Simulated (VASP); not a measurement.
NiO: single point with PBE

The system is NiO.

```
CELL_PARAMETERS angstrom
0.00000 2.09131 2.09131
2.09131 0.00000 2.09131
2.09131 2.09131 0.00000
ATOMIC_POSITIONS crystal
Ni 0.00000 0.00000 0.00000
O 0.50000 0.50000 0.50000
```

```yaml
Program: VASP 6.6.1
Task: single point
Functional: PBE
Potentials_or_basis: VASP PAW PBE potentials, release 64 (Ni, O)
Cutoff: 520 eV
k_mesh: 20 × 20 × 20
Occupations: gaussian, width 0.15 eV
Spin: collinear spin, ferromagnetic start
Starting_moments: "[1.61, 0.33] μB"
```

```yaml
Pressure: 3.7 GPa
Net_moment: 1.70 μB per cell
Site_moments: Ni +1.40; O +0.25 μB
Valence_electrons_inside_the_program's_atomic_spheres: Ni 8.98; O 4.98
```

Levels at points of the mesh, in eV from the Fermi level:
Spin up:
```csv
k point,band 5,band 6,band 7,band 8,band 9,band 10,band 11,band 12,band 13,band 14
"(0.00, 0.00, 0.00)",-3.00,-3.00,-2.63,-2.63,-2.63,1.50,17.82,18.88,18.88,18.88
"(0.50, 0.00, 0.00)",-1.94,-1.94,-1.41,0.29,0.29,5.57,9.91,13.97,13.97,21.23
"(0.50, 0.50, 0.00)",-3.49,-2.76,-2.21,-1.63,-1.63,6.10,10.52,12.20,16.53,16.53
```
Spin down:
| k point | band 3 | band 4 | band 5 | band 6 | band 7 | band 8 | band 9 | band 10 | band 11 | band 12 |
| --- | --- | --- | --- | --- | --- | --- | --- | --- | --- | --- |
| (0.00, 0.00, 0.00) | -2.52 | -2.52 | -1.84 | -1.84 | -1.84 | -0.63 | -0.63 | 1.83 | 17.77 | 19.09 |
| (0.50, 0.00, 0.00) | -4.81 | -4.81 | -0.96 | -0.96 | -0.59 | 2.17 | 2.17 | 5.74 | 10.41 | 14.25 |
| (0.50, 0.50, 0.00) | -3.86 | -3.86 | -2.81 | -0.76 | -0.76 | -0.21 | 0.32 | 6.54 | 10.86 | 12.45 |

Wall time 3.6 min on 1 thread of Intel Xeon 8259CL, with other jobs on the host, peak memory 0.26 GiB.

Caveat: the cell stands under pressure; a cell with one magnetic atom can't hold antiferromagnetic order, which such compounds often take; semilocal functionals often make such compounds metallic where correlation or magnetic order opens a gap, which also shifts bond lengths. With open d or f shells a metallic result of PBE can be an artefact of self-interaction; +U or a hybrid may open a gap.
